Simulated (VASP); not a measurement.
Write the native input for VASP 6.6.1 that does the following.

```yaml
Task: relaxation of the atoms
Functional: PBE
Dispersion: D3(BJ)
Potentials_or_basis: VASP PAW PBE potentials, release 64 (C, O, H)
Cutoff: 520 eV
k_mesh: 1 × 1 × 1
Occupations: fermi-dirac, width 0.05 eV
Spin: no spin polarisation
Dipole_correction: no
Further_INCAR_settings: LREAL = Auto; ALGO = Normal; EDIFF = 1e-07; IBRION = 2; EDIFFG = -0.3; NSW = 35
```

The structure of H12C11O16 lies in POSCAR:

```
H12C11O16
1.0
    9.1481650000      0.0000000000      0.0000000000
    0.0000000000      9.1481650000      0.0000000000
    0.0000000000      0.0000000000      9.1481650000
C O H
11 16 12
Direct
    0.7164265000      0.4806107000      0.6134520000
    0.7768597000      0.9888128000      0.0931568000
    0.4425347000      0.1460385000      0.9678232000
    0.6814528000      0.7413298000      0.3604666000
    0.0529272000      0.5854338000      0.4864951000
    0.1598950000      0.0440720000      0.2043592000
    0.4396617000      0.0798814000      0.4251763000
    0.9664465000      0.3143821000      0.9457814000
    0.2025956000      0.9242109000      0.7273804000
    0.4727486000      0.5495985000      0.1205363000
    0.0664904000      0.6671155000      0.9300142000
    0.8073059000      0.4734133000      0.7044966000
    0.6255471000      0.4878080000      0.5224074000
    0.7784564000      0.9809569000      0.2217481000
    0.7752630000      0.9966688000     -0.0354344000
    0.4319719000      0.1498226000      1.0961746000
    0.4530975000      0.1422544000      0.8394718000
    0.7729767000      0.6566800000      0.3929899000
    0.5899290000      0.8259797000      0.3279433000
    0.0594232000      0.4633492000      0.4458365000
    0.0464312000      0.7075185000      0.5271538000
    0.1459172000      0.1699349000      0.2462091000
    0.3099841000      0.0701027000      0.4547797000
    0.9777397000      0.4287690000      1.0134303000
    0.2695204000      0.8088460000      0.7278835000
    0.4567414000      0.4442630000      0.2007640000
    0.0953408000      0.6524418000      1.0593997000
    0.0696285000     -0.0166700000      0.1522071000
    0.2636237000     -0.0164053000      0.2162055000
    0.5259668000      0.0571470000      0.5063678000
    0.4782499000      0.1120338000      0.3154737000
    0.9213917000      0.3100893000      0.8339372000
    1.0006248000      0.2085083000      0.9924724000
    0.1336881000      0.9580821000      0.6343107000
    0.2070473000      1.0014484000      0.8199657000
    0.3841817000      0.6290104000      0.1003587000
    0.5767320000      0.5716357000      0.0634462000
    0.0537729000      0.7756930000      0.8789586000
    0.0514218000      0.5726704000      0.8564579000
```

The input as run:

INCAR

```
PREC = Accurate
ENCUT = 520
EDIFF = 1E-7
ISMEAR = -1
SIGMA = 0.05
LREAL = Auto
LASPH = True
NELM = 100
ALGO = Normal
ISIF = 2
LWAVE = False
LCHARG = False
GGA = PE
IVDW = 12
IBRION = 2
NSW = 35
EDIFFG = -0.3
```

KPOINTS

```
Automatic mesh
0
Gamma
  1 1 1
```

Potentials or basis: VASP PAW PBE potentials, release 64 (C, O, H).

Run with:

```sh
$ cat potpaw_PBE.64/C/POTCAR potpaw_PBE.64/O/POTCAR potpaw_PBE.64/H/POTCAR > POTCAR
$ mpirun -np 1 vasp_gam > vasp.out
```

Results of the run:

| Quantity | Value |
| --- | --- |
| Energy gained by relaxing | 33.4 meV/atom |
| Ionic steps | 25 |
| Pressure after relaxing | 0.0 GPa |
| Largest force after relaxing | 0.294 eV/Å |
| Band gap on the k mesh | 3.10 eV |
| Dispersion energy per atom | -0.037 eV |

Caveat: the k points lie up to 0.69 Å⁻¹ apart; the relaxation stopped at a loose force limit of 0.3 eV/Å, so its end isn't a converged minimum.

It took 33 min on 1 thread of AMD EPYC 7R13 Processor (Zen 3), on a shared host, peak memory 0.71 GiB.
